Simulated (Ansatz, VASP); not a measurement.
One calculation of CO2, two programs

```
C O
1.0
     6.05774    0.00000   -0.22717
     0.00000    6.05774    0.00000
    -0.22717    0.00000    5.93658
C O
4 8
Direct
  0.00000 0.00000 0.00000
  0.50000 0.00000 0.50000
  0.50000 0.50000 0.00000
  0.00000 0.50000 0.50000
  0.11148 0.11148 0.11148
  0.38852 0.88852 0.61148
  0.61148 0.38852 0.88852
  0.88852 0.61148 0.38852
  0.88852 0.88852 0.88852
  0.61148 0.11148 0.38852
  0.38852 0.61148 0.11148
  0.11148 0.38852 0.61148
```

Change from the starting cell: engineering shear strain xz -0.0750, normal strain along z -0.0200.

Alike in both runs: task single point; functional PBE; k mesh 4 × 4 × 4; occupations gaussian, width 0.05 eV; no spin polarisation.

```csv
,VASP,Ansatz
version,VASP 6.6.1,Ansatz 0.2.0
potentials or method,"VASP PAW PBE potentials, release 64 (C, O), cutoff 520 eV","scalar-relativistic, plane waves, PAW"
valence electrons in the cell,64,64
```

Ansatz gave:

```
gap on the k mesh at the Fermi level (eV)                     : 6.65
least direct gap on the mesh (eV)                             : 6.65
pressure (GPa)                                                : 2.4
traceless stress, the component that is largest in VASP (GPa) : 7.17
rms of the force components (eV/Å)                            : 1.572
```

Task: What did VASP give for the same quantities?

Result: gap on the k mesh at the Fermi level (eV): 6.64; least direct gap on the mesh (eV): 6.64; pressure (GPa): 3.7; traceless stress, the component that is largest in VASP (GPa): 7.42; rms of the force components (eV/Å): 1.768.

Atom by atom the forces differ by 0.333 eV/Å (rms over components). With one functional, cell and mesh, what is left measures potentials, basis and numerics.

Noted on VASP's run: the standard files for N, O and F lose accuracy on very short bonds.
